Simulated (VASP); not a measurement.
# BAs (Pmmm) in VASP: settings compared

The runs below take BAs through single point, with PBEsol+D4, BLYP+D4, PBEsol+D3(BJ).

Everything below comes from runs of VASP 6.6.1. Logs are shortened: lines on timing, memory, paths and dates and some standing lists are left out, and cuts for length are marked.

### Step 1. The cell of the first run

Symmetry: Pmmm, No. 47, orthorhombic system. The conventional cell has a = 2.544 Å, b = 3.107 Å, c = 3.121 Å, α = 90.00°, β = 90.00°, γ = 90.00°. B (site symmetry mmm) has 4 As at 2.20 Å and 2 B at 2.54 Å within 2.9 Å. As (site symmetry mmm) has 4 B at 2.20 Å and 2 As at 2.54 Å within 2.9 Å.

### Step 2. Single point, PBEsol+D4

Input file INCAR:

```
SYSTEM = BAs
PREC     = Accurate       ! precision mode
ENCUT    = 560            ! plane-wave cutoff, eV
EDIFF    = 1E-6           ! SCF threshold, eV
ISMEAR   = -1             ! smearing method
SIGMA    = 0.05           ! smearing width, eV
LREAL    = .False.        ! projectors in reciprocal space
LASPH    = .True.         ! aspherical terms in the spheres
NELM     = 120            ! most SCF steps
ALGO     = Normal         ! electronic algorithm
ISIF     = 2              ! what is computed and relaxed
LWAVE    = .False.        ! write WAVECAR
LCHARG   = .True.         ! write CHGCAR
GGA      = PS             ! functional
IVDW     = 13             ! dispersion correction
LELF     = .True.         ! ELF
LVHAR    = .True.       
NBANDS   = 16             ! bands
GGA_COMPAT= .False.
```

Input file KPOINTS:

```
regular mesh
0
Gamma
  12 8 6
  0 0 0
```

Input file POSCAR:

```
BAs
1.0
    3.1072189454      0.0000000000      0.0000000000
    0.0000000000      2.5444365811      0.0000000000
    0.0000000000      0.0000000000      3.1210170265
B As
1 1
Direct
    0.0000000000      0.5000000000      0.0000000000
    0.5000000000      0.5000000000      0.5000000000
```

Potentials or basis: VASP PAW PBE potentials, release 64 (B, As_d).

Started as:

```console
$ cat potpaw_PBE.64/B/POTCAR potpaw_PBE.64/As_d/POTCAR > POTCAR
$ mpirun -np 1 vasp_std > vasp.out
```

OUTCAR:

```text
SYSTEM = BAs
   PREC = Accurate
   ENCUT = 560
   EDIFF = 1E-6
   ISMEAR = -1
   LREAL = .False.
   LASPH = .True.
   NELM = 120
   ISIF = 2
   GGA = PS
   IVDW = 13

 ion  position               nearest neighbor table
   1  0.000  0.500  0.000-   2 2.20   2 2.20   2 2.20   2 2.20
   2  0.500  0.500  0.500-   1 2.20   1 2.20   1 2.20   1 2.20

  LATTYP: Found a simple orthorhombic cell.
 ALAT       =     2.5444365811
 B/A-ratio  =     1.2211815254
 C/A-ratio  =     1.2266043688

  Lattice vectors:

 A1 = (   0.0000000000,  -2.5444365811,   0.0000000000)
 A2 = (   3.1072189454,   0.0000000000,   0.0000000000)
 A3 = (   0.0000000000,   0.0000000000,   3.1210170265)

Analysis of symmetry for initial positions (statically):
=====================================================================
 Subroutine PRICEL returns:
 Original cell was already a primitive cell.

 Routine SETGRP: Setting up the symmetry group for a
 simple orthorhombic supercell.

 Subroutine GETGRP returns: Found  8 space group operations
 (whereof  8 operations were pure point group operations)
 out of a pool of  8 trial point group operations.

The static configuration has the point symmetry D_2h.

Analysis of symmetry for dynamics (positions and initial velocities):
=====================================================================
 Subroutine PRICEL returns:
 Original cell was already a primitive cell.

 Routine SETGRP: Setting up the symmetry group for a
 simple orthorhombic supercell.

 Subroutine GETGRP returns: Found  8 space group operations
 (whereof  8 operations were pure point group operations)
 out of a pool of  8 trial point group operations.

The dynamic configuration has the point symmetry D_2h.

 Subroutine INISYM returns: Found  8 space group operations
 (whereof  8 operations are pure point group operations),
 and found     1 'primitive' translations

----------------------------------------------------------------------------------------

                                     Primitive cell

  volume of cell :      24.6751

  direct lattice vectors                    reciprocal lattice vectors
     3.107218945  0.000000000  0.000000000     0.321831199  0.000000000  0.000000000
     0.000000000  2.544436581  0.000000000     0.000000000  0.393014315  0.000000000
     0.000000000  0.000000000  3.121017027     0.000000000  0.000000000  0.320408377

  length of vectors
     3.107218945  2.544436581  3.121017027     0.321831199  0.393014315  0.320408377

  position of ions in fractional coordinates (direct lattice)
     0.000000000  0.500000000  0.000000000
     0.500000000  0.500000000  0.500000000

  ion indices of the primitive-cell ions
   primitive index   ion index
                 1           1
                 2           2

----------------------------------------------------------------------------------------

 KPOINTS: regular mesh

Automatic generation of k-mesh.
 Grid dimensions read from file:
 generate k-points for:   12    8    6

 Generating k-lattice:

  Cartesian coordinates                     Fractional coordinates (reciprocal lattice)
     0.026819267  0.000000000  0.000000000     0.083333333  0.000000000  0.000000000
     0.000000000  0.049126789  0.000000000     0.000000000  0.125000000  0.000000000
     0.000000000  0.000000000  0.053401396     0.000000000  0.000000000  0.166666667

  Length of vectors
     0.026819267  0.049126789  0.053401396

  Shift w.r.t. Gamma in fractional coordinates (k-lattice)
     0.000000000  0.000000000  0.000000000

 Subroutine IBZKPT returns following result:
 ===========================================

 Found    140 irreducible k-points:

 Following reciprocal coordinates:
            Coordinates               Weight
  0.000000  0.000000  0.000000      1.000000
  0.083333  0.000000  0.000000      2.000000
  0.166667  0.000000  0.000000      2.000000
  0.250000  0.000000  0.000000      2.000000
  0.333333  0.000000  0.000000      2.000000
  0.416667  0.000000  0.000000      2.000000
[... 16 lines left out ...]
  0.083333  0.375000  0.000000      4.000000
  0.166667  0.375000  0.000000      4.000000
 [... further k-points ...]
   k-points           NKPTS =    140   k-points in BZ     NKDIM =    140   number of bands    NBANDS=     16
   number of dos      NEDOS =    301   number of ions     NIONS =      2
   total plane-waves  NPLWV =  11520
   dimension x,y,z NGX =    24 NGY =   20 NGZ =   24
   dimension x,y,z NGXF=    48 NGYF=   40 NGZF=   48
   ions per type =               1   1
   NGX,Y,Z   is equivalent  to a cutoff of  12.84, 13.07, 12.78 a.u.
   NGXF,Y,Z  is equivalent  to a cutoff of  25.68, 26.13, 25.57 a.u.
 SYSTEM =  BAs
   PREC   = accura    normal or accurate (medium, high low for compatibility)
   ISTART =      0    job   : 0-new  1-cont  2-samecut
   ICHARG =      2    charge: 1-file 2-atom 10-const
   ISPIN  =      1    spin polarized calculation?
   LNONCOLLINEAR =      F non collinear calculations
   LSORBIT =      F    spin-orbit coupling
   LASPH  =      T    aspherical Exc in radial PAW
   ENCUT  =  560.0 eV  41.16 Ry    6.42 a.u.   6.00  4.91  6.02*2*pi/ulx,y,z
   NELM   =    120;   NELMIN=  2; NELMDL= -5     # of ELM steps
   EDIFF  = 0.1E-05   stopping-criterion for ELM
   LREAL  =      F    real-space projection
[... 7 lines left out ...]
   TEBEG  =    0.0;   TEEND  =   0.0 temperature during run
   PSTRESS=    0.0 pullay stress
   NELECT =      18.0000    total number of electrons
   NUPDOWN=      -1.0000    fix difference up-down
   EMIN   =  10.00;   EMAX   =-10.00  energy-range for DOS
   EFERMI =   0.00;   METHOD = LEGACY
   ISMEAR =    -1;   SIGMA  =   0.05  broadening in eV -4-tet -1-fermi 0-gaus
   EFERMI_NEDOS =   21; number of points for ismear=-14 and -15
   IALGO  =     38    algorithm
   IMIX   =      4    mixing-type and parameters
     AMIX     =   0.40;   BMIX     =  1.00
     AMIX_MAG =   1.60;   BMIX_MAG =  1.00
  volume/ion in A,a.u.               =      12.34        83.26
  Fermi-wavevector in a.u.,A,eV,Ry     =   1.473711  2.784911 29.549479  2.171825
  Thomas-Fermi vector in A             =   2.588571
   LORBIT       =      0    0 simple, 1 ext, 2 COOP (PROOUT), +10 PAW based schemes
   GGA     = PS    functional components
   LHFCALC =     F    Hartree Fock is set to
   AEXX    =    0.0000 exact exchange contribution
   IVDW    =    13    specifies the selected vdW correction
   LEPSILON=     F    determine dielectric tensor
   LRPA    =     F    only Hartree local field effects (RPA)
 non-spin polarized calculation
  energy-cutoff  :      560.00
  volume of cell :       24.68
 maximum number of plane-waves:       760
 NGX is ok and might be reduce to    24
   NGX = 11   NGY =  9   NGZ = 13

 number of electron      17.9999999 magnetization

 Free energy of the ion-electron system (eV)
  ---------------------------------------------------
  ext. energy  EPLUGINS =         0.00000000
  ---------------------------------------------------
  free energy    TOTEN  =       -10.21773128 eV

  energy without entropy =      -10.21189984  energy(sigma->0) =      -10.21481556

 E-fermi :   5.8152     XC(G=0): -12.0995

 val. band max:        5.7942958297   @ k =   0.2500   0.5000   0.0000
 cond. band min:       5.8174312784   @ k =   0.4167   0.3750   0.5000
 fundamental gap:      0.0231354487
 Fermi energy:         5.8152398169

 k-point     1 :       0.0000    0.0000    0.0000
  band No.  band energies     occupation
      1     -30.4696      2.00000
      2     -30.3081      2.00000
      3     -30.3059      2.00000
      4     -30.3010      2.00000
      5     -30.2861      2.00000
      6     -10.5113      2.00000
[... 8 lines left out ...]
     15      17.0793      0.00000
     16      21.1739      0.00000

 k-point     2 :       0.0833    0.0000    0.0000
  band No.  band energies     occupation
      1     -30.4692      2.00000
      2     -30.3085      2.00000
      3     -30.3058      2.00000
      4     -30.2997      2.00000
      5     -30.2868      2.00000
      6     -10.4195      2.00000
[... 8 lines left out ...]
     15      16.8958      0.00000
     16      22.0914      0.00000

 k-point     3 :       0.1667    0.0000    0.0000
  band No.  band energies     occupation
      1     -30.4679      2.00000
      2     -30.3095      2.00000
      3     -30.3057      2.00000
      4     -30.2961      2.00000
      5     -30.2888      2.00000
      6     -10.1473      2.00000
[... 8 lines left out ...]
     15      16.5967      0.00000
     16      24.0634      0.00000

 k-point     4 :       0.2500    0.0000    0.0000
  band No.  band energies     occupation
      1     -30.4662      2.00000
      2     -30.3109      2.00000
      3     -30.3056      2.00000
      4     -30.2915      2.00000
      5     -30.2911      2.00000
      6      -9.7075      2.00000
[... 8 lines left out ...]
     15      17.1863      0.00000
     16      24.5223      0.00000
[... 324 lines left out ...]
 k-point    22 :       0.0000    0.3750    0.0000
  band No.  band energies     occupation
      1     -30.3550      2.00000
      2     -30.3528      2.00000
      3     -30.3261      2.00000
      4     -30.2949      2.00000
      5     -30.2814      2.00000
      6      -7.7394      2.00000
[... 8 lines left out ...]
     15      17.3962      0.00000
     16      17.4124      0.00000

 k-point    23 :       0.0833    0.3750    0.0000
  band No.  band energies     occupation
      1     -30.3556      2.00000
      2     -30.3528      2.00000
      3     -30.3255      2.00000
      4     -30.2937      2.00000
      5     -30.2820      2.00000
      6      -7.6488      2.00000
[... 8 lines left out ...]
     15      16.9581      0.00000
     16      17.0825      0.00000

 k-point    24 :       0.1667    0.3750    0.0000
  band No.  band energies     occupation
      1     -30.3573      2.00000
      2     -30.3526      2.00000
      3     -30.3240      2.00000
      4     -30.2902      2.00000
      5     -30.2839      2.00000
      6      -7.3799      2.00000
[... 8 lines left out ...]
     15      16.5471      0.00000
     16      16.8384      0.00000

 [... further k-points ...]

------------------------ aborting loop because EDIFF is reached ----------------------------------------

  DFT-D4 for vdW energy calculation

  Edisp (eV):   -0.47562

  FORCE on cell =-STRESS in cart. coord.  units (eV):
  Direction    XX          YY          ZZ          XY          YZ          ZX
  --------------------------------------------------------------------------------------
  -------------------------------------------------------------------------------------
  Total      -0.00861     0.00121    -0.00958     0.00000     0.00000     0.00000
  in kB      -0.55915     0.07886    -0.62208     0.00000     0.00000     0.00000
  external pressure =       -0.37 kB  Pullay stress =        0.00 kB

 VOLUME and BASIS-vectors are now :
 -----------------------------------------------------------------------------
  energy-cutoff  :      560.00
  volume of cell :       24.68
      direct lattice vectors                 reciprocal lattice vectors
     3.107218945  0.000000000  0.000000000     0.321831199  0.000000000  0.000000000
     0.000000000  2.544436581  0.000000000     0.000000000  0.393014315  0.000000000
     0.000000000  0.000000000  3.121017027     0.000000000  0.000000000  0.320408377

 POSITION                                       TOTAL-FORCE (eV/Angst)
 -----------------------------------------------------------------------------------
      0.00000      1.27222      0.00000         0.000000      0.000000      0.000000
      1.55361      1.27222      1.56051         0.000000      0.000000      0.000000
 -----------------------------------------------------------------------------------
    total drift:                                0.000000     -0.000000     -0.000000

  FREE ENERGIE OF THE ION-ELECTRON SYSTEM (eV)
  ---------------------------------------------------
  free  energy   TOTEN  =       -10.6933540085 eV

  energy  without entropy=      -10.6875225665  energy(sigma->0) =      -10.69043829
```

Wall time 16 s (1 thread of Intel Xeon Platinum 8488C (Sapphire Rapids), shared host); peak memory 0.18 GiB.

What came out:

| Property | Result |
| --- | --- |
| Free energy | -10.6934 eV |
| Pressure | 0.0 GPa |
| Band gap on the k mesh | zero (bands 9 and 10 overlap by 5.28 eV) |
| Dispersion energy per atom | -0.238 eV |

Caveat: the PAW data sets were made with another functional, which shifts forces and pressure a little.

(Continued in part 2 of 2.)

The gap in the log of VASP goes by the Fermi energy; the results here count the filled bands.